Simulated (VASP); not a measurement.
# Tl (Pm-3m) in VASP: further runs

The runs below take Tl through single point, with RPBE.

All numbers are computed with VASP 6.6.1; they aren't measurements. Logs are shortened: lines on timing, memory, paths and dates and some standing lists are left out, and cuts for length are marked.

**1. The cell of the first run**

Symmetry: Pm-3m, No. 221, cubic system. The conventional cell has a = 3.197 Å, b = 3.197 Å, c = 3.197 Å, α = 90.00°, β = 90.00°, γ = 90.00°. Tl (site symmetry m-3m) has 6 Tl at 3.20 Å within 4.2 Å.

**2. Single point, RPBE (volume scaled by 0.88)**

INCAR reads:

```
SYSTEM = Tl
ALGO     = Normal         ! electronic algorithm
EDIFF    = 1E-7           ! SCF threshold, eV
ENCUT    = 520            ! plane-wave cutoff, eV
GGA      = RP             ! functional
ISIF     = 2              ! what is computed and relaxed
ISMEAR   = -1             ! smearing method
LASPH    = .True.         ! aspherical terms in the spheres
LCHARG   = .True.         ! write CHGCAR
LELF     = .True.         ! ELF
LREAL    = .False.        ! projectors in reciprocal space
LVHAR    = .True.       
LWAVE    = .False.        ! write WAVECAR
NBANDS   = 12             ! bands
NELM     = 100            ! most SCF steps
PREC     = Accurate       ! precision mode
SIGMA    = 0.1            ! smearing width, eV
```

KPOINTS reads:

```
k-points
0
Gamma
  11 11 11
  0 0 0
```

POSCAR reads:

```
Tl
1.0
    3.1972921371      0.0000000000      0.0000000000
    0.0000000000      3.1972921371      0.0000000000
    0.0000000000      0.0000000000      3.1972921371
Tl
1
Direct
    0.0000000000      0.0000000000      0.0000000000
```

Potentials or basis: VASP PAW PBE potentials, release 64 (Tl_d).

Started as:

```bash
> cat potpaw_PBE.64/Tl_d/POTCAR > POTCAR
> mpirun -np 1 vasp_std > vasp.out
```

OUTCAR:

```text
SYSTEM = Tl
   EDIFF = 1E-7
   ENCUT = 520
   GGA = RP
   ISIF = 2
   ISMEAR = -1
   LASPH = .True.
   LREAL = .False.
   NELM = 100
   PREC = Accurate

 ion  position               nearest neighbor table
   1  0.000  0.000  0.000-

  LATTYP: Found a simple cubic cell.
 ALAT       =     3.1972921371

  Lattice vectors:

 A1 = (   3.1972921371,   0.0000000000,   0.0000000000)
 A2 = (   0.0000000000,   3.1972921371,   0.0000000000)
 A3 = (   0.0000000000,   0.0000000000,   3.1972921371)

Analysis of symmetry for initial positions (statically):
=====================================================================
 Subroutine PRICEL returns:
 Original cell was already a primitive cell.

 Routine SETGRP: Setting up the symmetry group for a
 simple cubic supercell.

 Subroutine GETGRP returns: Found 48 space group operations
 (whereof 48 operations were pure point group operations)
 out of a pool of 48 trial point group operations.

The static configuration has the point symmetry O_h .

Analysis of symmetry for dynamics (positions and initial velocities):
=====================================================================
 Subroutine PRICEL returns:
 Original cell was already a primitive cell.

 Routine SETGRP: Setting up the symmetry group for a
 simple cubic supercell.

 Subroutine GETGRP returns: Found 48 space group operations
 (whereof 48 operations were pure point group operations)
 out of a pool of 48 trial point group operations.

The dynamic configuration has the point symmetry O_h .

 Subroutine INISYM returns: Found 48 space group operations
 (whereof 48 operations are pure point group operations),
 and found     1 'primitive' translations

----------------------------------------------------------------------------------------

                                     Primitive cell

  volume of cell :      32.6849

  direct lattice vectors                    reciprocal lattice vectors
     3.197292137  0.000000000  0.000000000     0.312764664  0.000000000  0.000000000
     0.000000000  3.197292137  0.000000000     0.000000000  0.312764664  0.000000000
     0.000000000  0.000000000  3.197292137     0.000000000  0.000000000  0.312764664

  length of vectors
     3.197292137  3.197292137  3.197292137     0.312764664  0.312764664  0.312764664

  position of ions in fractional coordinates (direct lattice)
     0.000000000  0.000000000  0.000000000

  ion indices of the primitive-cell ions
   primitive index   ion index
                 1           1
[... 73 lines left out ...]
   LREAL  =      F    real-space projection
   EDIFFG = 0.1E-05   stopping-criterion for IOM
   NSW    =      0    number of steps for IOM
   IBRION =     -1    ionic relax: 0-MD 1-quasi-New 2-CG
   NFREE  =      0    steps in history (QN), initial steepest desc. (CG)
   ISIF   =      2    stress and relaxation
   ISYM   =      2    0-nonsym 1-usesym 2-fastsym
   POTIM  = 0.5000    time-step for ionic-motion
   TEBEG  =    0.0;   TEEND  =   0.0 temperature during run
   PSTRESS=    0.0 pullay stress
   NELECT =      13.0000    total number of electrons
   NUPDOWN=      -1.0000    fix difference up-down
   EMIN   =  10.00;   EMAX   =-10.00  energy-range for DOS
   EFERMI =   0.00;   METHOD = LEGACY
   ISMEAR =    -1;   SIGMA  =   0.10  broadening in eV -4-tet -1-fermi 0-gaus
   EFERMI_NEDOS =   21; number of points for ismear=-14 and -15
   IALGO  =     38    algorithm
   IMIX   =      4    mixing-type and parameters
     AMIX     =   0.40;   BMIX     =  1.00
     AMIX_MAG =   1.60;   BMIX_MAG =  1.00
  volume/ion in A,a.u.               =      32.68       220.57
  Fermi-wavevector in a.u.,A,eV,Ry     =   1.203946  2.275128 19.721450  1.449486
  Thomas-Fermi vector in A             =   2.339685
   LORBIT       =      0    0 simple, 1 ext, 2 COOP (PROOUT), +10 PAW based schemes
   GGA     = RP    functional components
   LHFCALC =     F    Hartree Fock is set to
   AEXX    =    0.0000 exact exchange contribution
   IVDW    =     0    specifies the selected vdW correction
   LEPSILON=     F    determine dielectric tensor
   LRPA    =     F    only Hartree local field effects (RPA)
 non-spin polarized calculation
  energy-cutoff  :      520.00
  volume of cell :       32.68
 maximum number of plane-waves:       897
 NGX is ok and might be reduce to    24
   NGX = 11   NGY = 11   NGZ = 11

 number of electron      13.0000010 magnetization

 Free energy of the ion-electron system (eV)
  ---------------------------------------------------
  ext. energy  EPLUGINS =         0.00000000
  ---------------------------------------------------
  free energy    TOTEN  =        -1.68808591 eV

  energy without entropy =       -1.66942612  energy(sigma->0) =       -1.67875602

 E-fermi :   5.4805     XC(G=0):  -9.3194

 val. band max:        5.4048821000   @ k =   0.4545   0.4545   0.0909
 cond. band min:       5.4910556417   @ k =   0.3636   0.2727   0.0909
 fundamental gap:      0.0861735417
 Fermi energy:         5.4805182986

 k-point     1 :       0.0000    0.0000    0.0000
  band No.  band energies     occupation
      1      -6.7827      2.00000
      2      -6.7827      2.00000
      3      -5.8129      2.00000
      4      -5.8129      2.00000
      5      -5.8129      2.00000
      6      -4.0641      2.00000
      7      12.1803      0.00000
      8      12.1803      0.00000
      9      12.1803      0.00000
     10      14.9643      0.00000
     11      16.6331      0.00000
     12      16.6331      0.00000
[... 331 lines left out ...]
 k-point    24 :       0.2727    0.0909    0.0909
  band No.  band energies     occupation
      1      -6.6646      2.00000
      2      -6.3891      2.00000
      3      -6.0084      2.00000
      4      -5.9983      2.00000
      5      -5.8442      2.00000
      6      -2.6280      2.00000
      7       6.4674      0.00010
      8      11.9486      0.00000
      9      12.2344      0.00000
     10      17.8673      0.00000
     11      17.9044      0.00000
     12      20.3439      0.00000

 [... further k-points ...]
[... 5 lines left out ...]
  --------------------------------------------------------------------------------------
  -------------------------------------------------------------------------------------
  Total        0.5950292      0.5950292      0.5950292     -0.0000000     -0.0000000     -0.0000000
  in kB       29.1676819     29.1676819     29.1676819     -0.0000000     -0.0000000     -0.0000000
  external PRESSURE =      29.1676819 kB  Pullay stress =       0.0000000 kB

 VOLUME and BASIS-vectors are now :
 -----------------------------------------------------------------------------
  energy-cutoff  :      520.00
  volume of cell :       32.68
      direct lattice vectors                 reciprocal lattice vectors
     3.197292137  0.000000000  0.000000000     0.312764664  0.000000000  0.000000000
     0.000000000  3.197292137  0.000000000     0.000000000  0.312764664  0.000000000
     0.000000000  0.000000000  3.197292137     0.000000000  0.000000000  0.312764664

 POSITION                                       TOTAL-FORCE (eV/Angst)
 -----------------------------------------------------------------------------------
      0.00000      0.00000      0.00000         0.000000      0.000000      0.000000
 -----------------------------------------------------------------------------------
    total drift:                                0.000000     -0.000000      0.000000

  FREE ENERGIE OF THE ION-ELECTRON SYSTEM (eV)
  ---------------------------------------------------
  free  energy   TOTEN  =        -1.6880859125 eV

  energy  without entropy=       -1.6694261197  energy(sigma->0) =       -1.67875602
```

OSZICAR:

```text
N       E                     dE             d eps       ncg     rms          rms(c)
DAV:   1     0.493306899581E+02    0.49331E+02   -0.65848E+03  1448   0.920E+02
DAV:   2    -0.112686492424E+01   -0.50458E+02   -0.49608E+02  1516   0.208E+02
DAV:   3    -0.169736057893E+01   -0.57050E+00   -0.57012E+00  1608   0.199E+01
DAV:   4    -0.170044220749E+01   -0.30816E-02   -0.30815E-02  1472   0.169E+00
DAV:   5    -0.170048579990E+01   -0.43592E-04   -0.43593E-04  1652   0.197E-01    0.203E+00
DAV:   6    -0.168908363385E+01    0.11402E-01   -0.21980E-02  1480   0.138E+00    0.142E+00
DAV:   7    -0.168800764825E+01    0.10760E-02   -0.10233E-02  1512   0.952E-01    0.481E-01
DAV:   8    -0.168806947452E+01   -0.61826E-04   -0.83570E-04  1488   0.234E-01    0.252E-02
DAV:   9    -0.168808125297E+01   -0.11778E-04   -0.12581E-05  1600   0.322E-02    0.116E-02
DAV:  10    -0.168808575421E+01   -0.45012E-05   -0.39231E-06  1448   0.152E-02    0.783E-04
DAV:  11    -0.168808588938E+01   -0.13517E-06   -0.13958E-07  1568   0.225E-03    0.371E-04
DAV:  12    -0.168808591253E+01   -0.23146E-07   -0.19939E-08   920   0.119E-03
   1 F= -.16880859E+01 E0= -.16787560E+01  d E =-.186598E-01
```

stdout:

```text
POSCAR found type information on POSCAR Tl
 POSCAR found :  1 types and       1 ions
 scaLAPACK will be used
 -----------------------------------------------------------------------------
|                                                                             |
|                                                                             |
|     You enforced a specific xc type in the INCAR file but a different       |
|     I HOPE YOU KNOW WHAT YOU ARE DOING!                                     |
|                                                                             |
 -----------------------------------------------------------------------------

 LDA part: xc-table for (Slater+PW92), standard interpolation
 POSCAR, INCAR and KPOINTS ok, starting setup
 FFT: planning ... GRIDC
 FFT: planning ... GRID_SOFT
 FFT: planning ... GRID
 WAVECAR not read
 entering main loop
```

Run time: 11 s. Hardware: 1 thread of Intel Xeon Platinum 8488C (Sapphire Rapids), shared host; peak memory 0.14 GiB.

Results:

- Free energy: -1.6881 eV
- Pressure: 2.9 GPa

Caveat: the cell differs from its parent crystal (volume scaled by 0.88); the PAW data sets were made with another functional, which shifts forces and pressure a little; spin-orbit coupling is left out, which moves the levels of the heavy elements.

**3. Single point, RPBE (volume scaled by 0.92)**

INCAR reads:

```
SYSTEM = Tl
  ALGO = Normal
  EDIFF = 1E-7
  ENCUT = 520
  GGA = RP
  ISIF = 2
  ISMEAR = -1
  LASPH = .True.
  LCHARG = .False.
  LREAL = .False.
  LWAVE = .False.
  NBANDS = 12
  NELM = 60
  PREC = Accurate
  SIGMA = 0.1
```

KPOINTS is that of step 2.

POSCAR reads:

```
Tl
1.0
    3.2450199517      0.0000000000      0.0000000000
    0.0000000000      3.2450199517      0.0000000000
    0.0000000000      0.0000000000      3.2450199517
Tl
1
Direct
    0.0000000000      0.0000000000      0.0000000000
```

Potentials or basis: VASP PAW PBE potentials, release 64 (Tl_d).

Started as:

```bash
> cat potpaw_PBE.64/Tl_d/POTCAR > POTCAR
> mpirun -np 1 vasp_std > vasp.out
```

Wall time 7.1 s (1 thread of Intel Xeon Platinum 8488C (Sapphire Rapids), shared host); peak memory 0.15 GiB.

It converged, with:

```yaml
Free_energy: -1.7098 eV
Pressure: 1.7 GPa
```

Levels at points of the mesh, in eV from the Fermi level:
| k point | band 3 | band 4 | band 5 | band 6 | band 7 | band 8 | band 9 | band 10 |
| --- | --- | --- | --- | --- | --- | --- | --- | --- |
| (0.00, 0.00, 0.00) | -11.32 | -11.32 | -11.32 | -9.31 | 6.48 | 6.48 | 6.48 | 9.11 |

Caveat: the cell differs from its parent crystal (volume scaled by 0.92); the PAW data sets were made with another functional, which shifts forces and pressure a little; spin-orbit coupling is left out, which moves the levels of the heavy elements.

**4. Single point, RPBE (volume scaled by 0.96)**

INCAR reads:

```
PREC = Accurate
ENCUT = 520
EDIFF = 1E-7
ISMEAR = -1
SIGMA = 0.1
LREAL = F
LASPH = T
NELM = 100
ALGO = Normal
ISIF = 2
LWAVE = F
LCHARG = F
GGA = RP
NBANDS = 12
```

KPOINTS reads:

```
regular mesh
0
Gamma
  11 11 11
```

POSCAR reads:

```
Tl
1.0
    3.2913836436      0.0000000000      0.0000000000
    0.0000000000      3.2913836436      0.0000000000
    0.0000000000      0.0000000000      3.2913836436
Tl
1
Direct
    0.0000000000      0.0000000000      0.0000000000
```

Started as:

```bash
> cat potpaw_PBE.64/Tl_d/POTCAR > POTCAR
> mpirun -np 1 vasp_std > vasp.out
```

Run time: 7 s. Hardware: 1 thread of Intel Xeon Platinum 8488C (Sapphire Rapids), shared host; peak memory 0.15 GiB.

The run converged. Its results:

- Free energy: -1.7214 eV
- Pressure: 0.7 GPa

Levels at points of the mesh, in eV from the Fermi level:
```tsv
k point	band 4	band 5	band 6	band 7	band 8	band 9
(0.00, 0.00, 0.00)	-11.35	-11.35	-9.11	6.27	6.27	6.27
```

Caveat: the cell differs from its parent crystal (volume scaled by 0.96); the PAW data sets were made with another functional, which shifts forces and pressure a little; spin-orbit coupling is left out, which moves the levels of the heavy elements.

**5. Single point, RPBE**

This run uses another cell than the first one, of 37.14 Å³/atom, 1.136 times its volume.

INCAR reads:

```
SYSTEM = Tl
PREC     = Accurate       ! precision mode
ENCUT    = 520            ! plane-wave cutoff, eV
EDIFF    = 1E-6           ! SCF threshold, eV
ISMEAR   = -1             ! smearing method
SIGMA    = 0.1            ! smearing width, eV
LREAL    = .False.        ! projectors in reciprocal space
LASPH    = .True.         ! aspherical terms in the spheres
NELM     = 80             ! most SCF steps
ALGO     = Normal         ! electronic algorithm
ISIF     = 2              ! what is computed and relaxed
LWAVE    = .False.        ! write WAVECAR
LCHARG   = .False.        ! write CHGCAR
GGA      = RP             ! functional
NBANDS   = 12             ! bands
```

KPOINTS reads:

```
Automatic mesh
0
Gamma
  10 10 10
  0 0 0
```

POSCAR reads:

```
Tl
1.0
    3.3364766942      0.0000000000      0.0000000000
    0.0000000000      3.3364766942      0.0000000000
    0.0000000000      0.0000000000      3.3364766942
Tl
1
Direct
    0.0000000000      0.0000000000      0.0000000000
```

Started as:

```bash
> cat potpaw_PBE.64/Tl_d/POTCAR > POTCAR
> mpirun -np 1 vasp_std > vasp.out
```

Wall time 12 s (1 thread of Intel Xeon Platinum 8488C (Sapphire Rapids), shared host); peak memory 0.16 GiB.

Results (log left out):

| Item | Value |
| --- | --- |
| Free energy | -1.7171 eV |
| Pressure | -0.1 GPa |

Levels at points of the mesh, in eV from the Fermi level:
```
           k point  band 2  band 3  band 4  band 5  band 6  band 7  band 8  band 9  band 10  band 11
(0.00, 0.00, 0.00)  -12.17  -11.47  -11.47  -11.47   -9.00    5.99    5.99    5.99     8.34    10.14
(0.50, 0.00, 0.00)  -11.73  -11.66  -11.66  -11.45   -6.48   -2.58    8.30    8.30    11.00    11.24
(0.50, 0.50, 0.00)  -11.92  -11.64  -11.64  -11.24   -4.17   -0.42   -0.42    4.28    10.85    13.22
(0.50, 0.50, 0.50)  -11.92  -11.92  -11.23  -11.23   -1.85    1.66    1.66    1.66     6.89     7.18
```

Caveat: the PAW data sets were made with another functional, which shifts forces and pressure a little; spin-orbit coupling is left out, which moves the levels of the heavy elements.

**6. Summary**

| cell | k mesh | gap on the mesh (eV) | pressure (GPa) |
| --- | --- | --- | --- |
| a = 3.197 Å, 1 atom | 11 × 11 × 11 | none | 2.9 |
| a = 3.245 Å, 1 atom | 11 × 11 × 11 | none | 1.7 |
| a = 3.291 Å, 1 atom | 11 × 11 × 11 | none | 0.7 |
| a = 3.336 Å, 1 atom | 10 × 10 × 10 | none | -0.1 |

Alike in all rows: task single point; level RPBE; potentials or basis VASP PAW PBE potentials, release 64 (Tl_d); no spin polarisation; cutoff (eV) 520; smearing fermi-dirac 0.1 eV.

Caveats: the PAW data sets were made with another functional, which shifts forces and pressure a little; spin-orbit coupling is left out, which moves the levels of the heavy elements.

Total energies depend on the potentials used, so only differences within one code and one set of settings carry meaning.
